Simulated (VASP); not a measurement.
A run of VASP 6.6.1:

Contents of INCAR:

```
ALGO = Normal
EDIFF = 1E-6
ENCUT = 520
GGA = PE
ISIF = 2
ISMEAR = 0
LASPH = True
LCHARG = False
LREAL = False
LWAVE = False
NBANDS = 16
NELM = 100
PREC = Accurate
SIGMA = 0.1
```

The input KPOINTS:

```
k-points
0
Gamma
  12 12 12
```

The input POSCAR:

```
Al2Cu
1.0
    0.0000000000      2.8913107045      2.8913107045
    2.8913107045      0.0000000000      2.8913107045
    2.8913107045      2.8913107045      0.0000000000
Al Cu
2 1
Direct
    0.2500000000      0.2500000000      0.2500000000
    0.7500000000      0.7500000000      0.7500000000
    0.0000000000      0.0000000000      0.0000000000
```

Potentials or basis: VASP PAW PBE potentials, release 64 (Al, Cu).

Run with:

```bash
$ cat potpaw_PBE.64/Al/POTCAR potpaw_PBE.64/Cu/POTCAR > POTCAR
$ mpirun -np 1 vasp_std > vasp.out
```

Hardware: 1 thread of AMD EPYC 7R43 64-Core Processor (Zen 3) (shared host).

**Question.** How long does it take, and how much memory?

**Answer.** It took 100 s on 1 thread of AMD EPYC 7R43 64-Core Processor (Zen 3), on a shared host, peak memory 0.16 GiB. Counts: scf iterations 15, k points 72.
